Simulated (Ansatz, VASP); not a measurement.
# One calculation of KCl, two programs

```xyz
2
Lattice="0.0000 3.1465 3.1465 3.1465 0.0000 3.1465 3.1465 3.1465 0.0000" Properties=species:S:1:pos:R:3 pbc="T T T"
K     0.0000    0.0000    0.0000
Cl    3.1465    3.1465    3.1465
```

Alike in both runs: task single point; functional PBE-based global hybrid with a share of 0.35 of exact exchange; k mesh 4 × 4 × 4; occupations fermi-dirac, width 0.05 eV; no spin polarisation.

```csv
,VASP,Ansatz
version,VASP 6.6.1,Ansatz 0.2.0
potentials or method,"VASP PAW PBE potentials, release 64 (K_sv, Cl)",Ansatz PAW
plane-wave cutoff (eV),520,420
valence electrons in the cell,16,16
```

Ansatz gave:

| Property | Result |
| --- | --- |
| gap on the k mesh at the Fermi level (eV) | 8.07 |
| least direct gap on the mesh (eV) | 8.07 |
| pressure (GPa) | 0.3 |

What did VASP give for the same quantities?

gap on the k mesh at the Fermi level (eV): 8.09; least direct gap on the mesh (eV): 8.09; pressure (GPa): 0.3.

VASP's potentials were made for PBE, not for PBE-based global hybrid.

The k mesh is coarse, so the values compare programs but aren't converged.
